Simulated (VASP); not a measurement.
Runs of VASP 6.6.1 on ZnS. The structure is that of space group I-4m2 (No. 119), or close to it. The cells are those of the table. 

| level | cell | k mesh | smearing | grid for exact exchange (PRECFOCK) | share of exact exchange | screening parameter | gap on the mesh (eV) | pressure (GPa) |
| --- | --- | --- | --- | --- | --- | --- | --- | --- |
| PBE | a = 3.810, b = 3.716, c = 3.716 Å, angles 61.7, 59.2, 59.2°, 2 atoms | 8 × 8 × 8 | fermi-dirac 0.02 eV | - | - | - | (b) | 6.9 |
| r2SCAN | a = 3.800, b = 3.800, c = 3.924 Å, angles 58.9, 58.9, 62.2°, 2 atoms | 8 × 8 × 8 | gaussian 0.01 eV | - | - | - | (a) | -1.7 |
| PBE | a = 3.735, b = 3.735, c = 3.810 Å, angles 59.3, 59.3, 61.3°, 2 atoms | 8 × 8 × 8 | fermi-dirac 0.02 eV | - | - | - | 2.24 | 6.0 |
| r2SCAN | a = 3.810, b = 3.716, c = 3.716 Å, angles 61.7, 59.2, 59.2°, 2 atoms | 8 × 8 × 8 | gaussian 0.01 eV | - | - | - | 2.84 | 4.5 |
| HSE06 | a = 3.735, b = 3.735, c = 3.810 Å, angles 59.3, 59.3, 61.3°, 2 atoms | 6 × 6 × 6 | gaussian 0.01 eV | Normal | 0.25 | 0.2079 1/Å | 3.47 | 5.2 |

Alike in all rows: task single point; potentials or basis VASP PAW PBE potentials, release 64 (Zn, S); no spin polarisation; cutoff (eV) 520.

Fill in the values left out.

(a) 2.46; (b) 2.26.

Caveats: the cell stands under pressure (at least some runs); the PAW data sets were made with another functional, which shifts forces and pressure a little (at least some runs).

A k mesh can miss the band edges.
